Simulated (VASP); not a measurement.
ZnO (zincite), 4 atoms in the cell. The structure is hexagonal, space group P6_3mc (No. 186). The conventional cell has a = 3.271 Å, b = 3.271 Å, c = 5.240 Å, α = 90.00°, β = 90.00°, γ = 120.00°. Zn (site symmetry 3m) has 4 O at 1.99 Å within 2.6 Å. Within 2.6 Å of O (site symmetry 3m) lie 4 Zn at 1.99 Å.  This cell differs from its parent crystal: volume scaled by 1.02.

| Quantity | Value |
| --- | --- |
| Program | VASP 6.6.1 |
| Task | single point |
| Functional | LDA |
| Potentials or basis | VASP PAW LDA potentials, release 64 (Zn, O) |
| Cutoff | 520 eV |
| k mesh | 9 × 9 × 5 |
| Occupations | fermi-dirac, width 0.05 eV |
| Spin | no spin polarisation |
| Dipole correction | no |
| Further INCAR settings | ALGO = Normal; EDIFF = 1e-06; NBANDS = 26 |

Potentials or basis: VASP PAW LDA potentials, release 64 (Zn, O).

Launch:

```console
$ cat potpaw_LDA.64/Zn/POTCAR potpaw_LDA.64/O/POTCAR > POTCAR
$ mpirun -np 1 vasp_std > vasp.out
```

Hardware: 1 thread of Intel Xeon 8259CL, on a shared host.

How long does it take, and how much memory?

Run time: 54 s on 1 thread of Intel Xeon 8259CL (shared host), peak memory 0.16 GiB. Counts: scf iterations 15, k points 36.
